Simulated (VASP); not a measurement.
A run of VASP 6.6.1 is set up as follows.

INCAR

```
PREC     = Accurate       # precision mode
ENCUT    = 520            # plane-wave cutoff, eV
EDIFF    = 1E-6           # SCF threshold, eV
ISMEAR   = 0              # smearing method
SIGMA    = 0.01           # smearing width, eV
LREAL    = F              # projectors in reciprocal space
LASPH    = T              # aspherical terms in the spheres
NELM     = 100            # most SCF steps
ALGO     = Normal         # electronic algorithm
ISIF     = 2              # what is computed and relaxed
LWAVE    = F              # write WAVECAR
LCHARG   = T              # write CHGCAR
GGA      = PE             # functional
LELF     = T              # ELF
LVHAR    = T            
NBANDS   = 16             # bands
```

KPOINTS

```
regular mesh
0
Gamma
  9 9 4
```

File POSCAR:

```
AlN
1.0
    3.0662940083      0.0000000000      0.0000000000
   -1.5331470041      2.6554885066      0.0000000000
    0.0000000000      0.0000000000      4.9154842107
Al N
2 2
Direct
    0.3333333333      0.6666666667     -0.0032711565
    0.6666666667      0.3333333333      0.4967288435
    0.3333333333      0.6666666667      0.3782711565
    0.6666666667      0.3333333333      0.8782711565
```

Potentials or basis: VASP PAW PBE potentials, release 64 (Al, N).

The run is started by

```bash
$ cat potpaw_PBE.64/Al/POTCAR potpaw_PBE.64/N/POTCAR > POTCAR
$ mpirun -np 1 vasp_std > vasp.out
```

What does it give for the largest force?

0.023 eV/Å.

Predict the pressure.

13.3 GPa.

Forces on the atoms (eV/Å):
```
Al   0.000  0.000 -0.023
Al   0.000  0.000 -0.023
N    0.000  0.000  0.023
N    0.000  0.000  0.023
```
